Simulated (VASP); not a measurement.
# Y (Fm-3m) in VASP: notebook

Runs on Y. Level: PBE. Tasks: single point.

All numbers are computed with VASP 6.6.1; they aren't measurements. Logs are shortened: lines on timing, memory, paths and dates and some standing lists are left out, and cuts for length are marked.

## (1) The cell of the first run

It takes space group Fm-3m (No. 225, cubic). The conventional cell has a = 5.019 Å, b = 5.019 Å, c = 5.019 Å, α = 90.00°, β = 90.00°, γ = 90.00°. Within 4.7 Å of Y (site symmetry m-3m) lie 12 Y at 3.55 Å.

## (2) Single point, PBE (volume scaled by 1.03)

INCAR

```
ALGO     = Normal         # electronic algorithm
EDIFF    = 1E-6           # SCF threshold, eV
ENCUT    = 520            # plane-wave cutoff, eV
GGA      = PE             # functional
ISIF     = 2              # what is computed and relaxed
ISMEAR   = -1             # smearing method
LASPH    = True           # aspherical terms in the spheres
LCHARG   = False          # write CHGCAR
LREAL    = False          # projectors in reciprocal space
LWAVE    = False          # write WAVECAR
NBANDS   = 12             # bands
NELM     = 100            # most SCF steps
PREC     = Accurate       # precision mode
SIGMA    = 0.03           # smearing width, eV
```

KPOINTS

```
k-points
0
Gamma
  14 14 14
```

POSCAR

```
Y
1.0
    0.0000000000      2.5096055606      2.5096055606
    2.5096055606      0.0000000000      2.5096055606
    2.5096055606      2.5096055606      0.0000000000
Y
1
Direct
    0.0000000000      0.0000000000      0.0000000000
```

Potentials or basis: VASP PAW PBE potentials, release 64 (Y_sv).

Started as:

```sh
$ cat potpaw_PBE.64/Y_sv/POTCAR > POTCAR
$ mpirun -np 1 vasp_std > vasp.out
```

OUTCAR:

```text
EDIFF = 1E-6
   ENCUT = 520
   GGA = PE
   ISIF = 2
   ISMEAR = -1
   LASPH = True
   LREAL = False
   NELM = 100
   PREC = Accurate

 ion  position               nearest neighbor table
   1  0.000  0.000  0.000-

  LATTYP: Found a face centered cubic cell.
 ALAT       =     5.0192111212

  Lattice vectors:

 A1 = (   0.0000000000,   2.5096055606,   2.5096055606)
 A2 = (   2.5096055606,   0.0000000000,   2.5096055606)
 A3 = (   2.5096055606,   2.5096055606,   0.0000000000)

Analysis of symmetry for initial positions (statically):
=====================================================================
 Subroutine PRICEL returns:
 Original cell was already a primitive cell.

 Routine SETGRP: Setting up the symmetry group for a
 face centered cubic supercell.

 Subroutine GETGRP returns: Found 48 space group operations
[... 9 lines left out ...]

 Routine SETGRP: Setting up the symmetry group for a
 face centered cubic supercell.

 Subroutine GETGRP returns: Found 48 space group operations
[... 11 lines left out ...]
                                     Primitive cell

  volume of cell :      31.6116

  direct lattice vectors                    reciprocal lattice vectors
     0.000000000  2.509605561  2.509605561    -0.199234496  0.199234496  0.199234496
     2.509605561  0.000000000  2.509605561     0.199234496 -0.199234496  0.199234496
     2.509605561  2.509605561  0.000000000     0.199234496  0.199234496 -0.199234496

  length of vectors
     3.549118220  3.549118220  3.549118220     0.345084270  0.345084270  0.345084270

  position of ions in fractional coordinates (direct lattice)
     0.000000000  0.000000000  0.000000000

  ion indices of the primitive-cell ions
   primitive index   ion index
                 1           1

----------------------------------------------------------------------------------------

 KPOINTS: k-points

Automatic generation of k-mesh.
 Grid dimensions read from file:
 generate k-points for:   14   14   14

 Generating k-lattice:

  Cartesian coordinates                     Fractional coordinates (reciprocal lattice)
    -0.014231035  0.014231035  0.014231035     0.071428571  0.000000000  0.000000000
     0.014231035 -0.014231035  0.014231035     0.000000000  0.071428571  0.000000000
     0.014231035  0.014231035 -0.014231035     0.000000000  0.000000000  0.071428571

  Length of vectors
     0.024648876  0.024648876  0.024648876

  Shift w.r.t. Gamma in fractional coordinates (k-lattice)
     0.000000000  0.000000000  0.000000000

 Subroutine IBZKPT returns following result:
 ===========================================

 Found    104 irreducible k-points:

 Following reciprocal coordinates:
[... 46 lines left out ...]
   EDIFFG = 0.1E-04   stopping-criterion for IOM
   NSW    =      0    number of steps for IOM
   IBRION =     -1    ionic relax: 0-MD 1-quasi-New 2-CG
   NFREE  =      0    steps in history (QN), initial steepest desc. (CG)
   ISIF   =      2    stress and relaxation
   ISYM   =      2    0-nonsym 1-usesym 2-fastsym
   POTIM  = 0.5000    time-step for ionic-motion
   TEBEG  =    0.0;   TEEND  =   0.0 temperature during run
   PSTRESS=    0.0 pullay stress
   NELECT =      11.0000    total number of electrons
   NUPDOWN=      -1.0000    fix difference up-down
   EMIN   =  10.00;   EMAX   =-10.00  energy-range for DOS
   EFERMI =   0.00;   METHOD = LEGACY
   ISMEAR =    -1;   SIGMA  =   0.03  broadening in eV -4-tet -1-fermi 0-gaus
   EFERMI_NEDOS =   21; number of points for ismear=-14 and -15
   IALGO  =     38    algorithm
   IMIX   =      4    mixing-type and parameters
     AMIX     =   0.40;   BMIX     =  1.00
     AMIX_MAG =   1.60;   BMIX_MAG =  1.00
  volume/ion in A,a.u.               =      31.61       213.33
  Fermi-wavevector in a.u.,A,eV,Ry     =   1.151481  2.175984 18.040093  1.325909
  Thomas-Fermi vector in A             =   2.288139
   LORBIT       =      0    0 simple, 1 ext, 2 COOP (PROOUT), +10 PAW based schemes
   GGA     = PE    functional components
   LHFCALC =     F    Hartree Fock is set to
   AEXX    =    0.0000 exact exchange contribution
   IVDW    =     0    specifies the selected vdW correction
   LEPSILON=     F    determine dielectric tensor
   LRPA    =     F    only Hartree local field effects (RPA)
 non-spin polarized calculation
  energy-cutoff  :      520.00
  volume of cell :       31.61
 maximum number of plane-waves:       881
   NGX = 13   NGY = 13   NGZ = 13

 number of electron      11.0000000 magnetization

 Free energy of the ion-electron system (eV)
  ---------------------------------------------------
  ext. energy  EPLUGINS =         0.00000000
  ---------------------------------------------------
  free energy    TOTEN  =        -6.40697825 eV

  energy without entropy =       -6.40149924  energy(sigma->0) =       -6.40423875

 E-fermi :   3.2554     XC(G=0):  -9.5724

 val. band max:        3.2535017197   @ k =   0.5000   0.2143   0.0714
 cond. band min:       3.2663522781   @ k =  -0.2857   0.2857   0.0714
 fundamental gap:      0.0128505584
 Fermi energy:         3.2553720809

 k-point     1 :       0.0000    0.0000    0.0000
  band No.  band energies     occupation
      1     -39.3688      2.00000
      2     -19.0446      2.00000
      3     -19.0446      2.00000
      4     -19.0446      2.00000
      5      -1.5597      2.00000
      6       5.0597      0.00000
      7       5.0597      0.00000
      8       5.0597      0.00000
      9       7.1382      0.00000
     10       7.1382      0.00000
     11      12.2924      0.00000
     12      15.6533      0.00000
[... 331 lines left out ...]
 k-point    24 :       0.2857    0.1429    0.0000
  band No.  band energies     occupation
      1     -39.3251      2.00000
      2     -19.3609      2.00000
      3     -19.1285      2.00000
      4     -19.1224      2.00000
      5       0.1254      2.00000
      6       3.6841      0.00000
      7       5.0611      0.00000
      8       5.7162      0.00000
      9       6.5261      0.00000
     10       7.7543      0.00000
     11      13.4912      0.00000
     12      15.3395      0.00000

 [... further k-points ...]
[... 5 lines left out ...]
  --------------------------------------------------------------------------------------
  -------------------------------------------------------------------------------------
  Total        0.1848859      0.1848859      0.1848859      0.0000000      0.0000000      0.0000000
  in kB        9.3706130      9.3706130      9.3706130      0.0000000      0.0000000      0.0000000
  external PRESSURE =       9.3706130 kB  Pullay stress =       0.0000000 kB

 VOLUME and BASIS-vectors are now :
 -----------------------------------------------------------------------------
  energy-cutoff  :      520.00
  volume of cell :       31.61
      direct lattice vectors                 reciprocal lattice vectors
     0.000000000  2.509605561  2.509605561    -0.199234496  0.199234496  0.199234496
     2.509605561  0.000000000  2.509605561     0.199234496 -0.199234496  0.199234496
     2.509605561  2.509605561  0.000000000     0.199234496  0.199234496 -0.199234496

 POSITION                                       TOTAL-FORCE (eV/Angst)
 -----------------------------------------------------------------------------------
      0.00000      0.00000      0.00000         0.000000      0.000000      0.000000
 -----------------------------------------------------------------------------------
    total drift:                               -0.000000     -0.000000     -0.000000

  FREE ENERGIE OF THE ION-ELECTRON SYSTEM (eV)
  ---------------------------------------------------
  free  energy   TOTEN  =        -6.4069782523 eV

  energy  without entropy=       -6.4014992431  energy(sigma->0) =       -6.40423875
```

Run time: 36 s. Hardware: 1 thread of Intel Xeon Platinum 8375C at 2.90GHz (Ice Lake), shared host; peak memory 0.2 GiB.

Results:

* Free energy: -6.4070 eV
* Pressure: 0.9 GPa

Levels at points of the mesh, in eV from the Fermi level:
| k point | band 1 | band 2 | band 3 | band 4 | band 5 | band 6 | band 7 | band 8 | band 9 | band 10 |
| --- | --- | --- | --- | --- | --- | --- | --- | --- | --- | --- |
| (0.00, 0.00, 0.00) | -42.62 | -22.30 | -22.30 | -22.30 | -4.82 | 1.80 | 1.80 | 1.80 | 3.88 | 3.88 |
| (0.50, 0.00, 0.00) | -42.55 | -22.92 | -22.38 | -22.38 | -2.03 | 0.68 | 1.63 | 1.63 | 5.39 | 5.39 |
| (0.50, 0.50, 0.00) | -42.53 | -22.88 | -22.52 | -22.52 | -1.83 | -0.94 | 2.19 | 5.40 | 5.82 | 5.82 |

## (3) Single point, PBE (volume scaled by 1.06)

INCAR

```
SYSTEM = Y
ALGO = Normal ; EDIFF = 1E-7
ENCUT = 520 ; GGA = PE
ISIF = 2 ; ISMEAR = -1
LASPH = .True. ; LCHARG = .False.
LREAL = .False. ; LWAVE = .False.
NBANDS = 12 ; NELM = 100
PREC = Accurate ; SIGMA = 0.03
```

KPOINTS

```
k-points
0
Gamma
  14 14 14
  0 0 0
```

POSCAR

```
Y
1.0
    0.0000000000      2.5337378637      2.5337378637
    2.5337378637      0.0000000000      2.5337378637
    2.5337378637      2.5337378637      0.0000000000
Y
1
Direct
    0.0000000000      0.0000000000      0.0000000000
```

Potentials or basis: VASP PAW PBE potentials, release 64 (Y_sv).

Started as:

```sh
$ cat potpaw_PBE.64/Y_sv/POTCAR > POTCAR
$ mpirun -np 1 vasp_std > vasp.out
```

It took 39 s on 1 thread of Intel Xeon Platinum 8375C at 2.90GHz (Ice Lake), shared host; peak memory 0.2 GiB.

The run converged. Its results:

- Free energy: -6.4091 eV
- Pressure: -0.2 GPa

Levels at points of the mesh, in eV from the Fermi level:
```csv
k point,band 1,band 2,band 3,band 4,band 5,band 6,band 7,band 8,band 9,band 10
"(0.00, 0.00, 0.00)",-42.69,-22.39,-22.39,-22.39,-4.77,1.77,1.77,1.77,3.78,3.78
"(0.50, 0.00, 0.00)",-42.63,-22.96,-22.47,-22.47,-1.99,0.60,1.61,1.61,5.23,5.23
"(0.50, 0.50, 0.00)",-42.61,-22.92,-22.59,-22.59,-1.76,-0.88,2.07,5.24,5.64,5.64
```
